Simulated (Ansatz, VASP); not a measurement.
# One calculation of Nb, two programs

INCAR

```
SYSTEM = Nb
  PREC = Accurate
  ENCUT = 520
  EDIFF = 1E-7
  ISMEAR = -1
  SIGMA = 0.05
  LREAL = .FALSE.
  LASPH = .TRUE.
  NELM = 60
  ALGO = Normal
  ISIF = 2
  LWAVE = .FALSE.
  LCHARG = .FALSE.
  GGA = PE
  NBANDS = 20
```

KPOINTS

```
Automatic mesh
0
G
  10 10 10
  0 0 0
```

POSCAR

```
Nb
1.0
    3.3112325450      0.0000000000      0.0000000000
    0.0000000000      3.3112325450      0.0000000000
    0.0000000000      0.0000000000      3.3112325450
Nb
2
Direct
    0.0000000000      0.0000000000      0.0000000000
    0.5000000000      0.5000000000      0.5000000000
```

Input for Ansatz:

```yaml
crystal:
  lattice:
    - [3.311232545, 0.0, 0.0]
    - [0.0, 3.311232545, 0.0]
    - [0.0, 0.0, 3.311232545]
  atoms:
    - { symbol: Nb, position: [0.0, 0.0, 0.0] }
    - { symbol: Nb, position: [0.5, 0.5, 0.5] }
kpoints:
  mp_grid: { grid: [10, 10, 10] }
scf:
  occupations: { method: fermi_dirac, width: 0.05 }
hamiltonian:
  xc: pbe
  pseudopotentials: { kind: all_electron, lapw: { basis_error: 0.001 } }
output:
  forces: true
  stress: true
  eigenvalues: true
```

Alike in both runs: task single point; functional PBE; k mesh 10 × 10 × 10; occupations fermi-dirac, width 0.05 eV; no spin polarisation.

|  | VASP | Ansatz |
| --- | --- | --- |
| version | VASP 6.6.1 | Ansatz 0.2.0 |
| potentials or method | VASP PAW PBE potentials, release 64 (Nb_sv), cutoff 520 eV | all-electron LAPW, scalar-relativistic |

Ansatz gave:

| Quantity | Value |
| --- | --- |
| pressure (GPa) | -0.2 |

Problem. Which values does VASP return?

Solution. Pressure (GPa): -0.5.

Ansatz ran all-electron here, and VASP with PAW potentials.
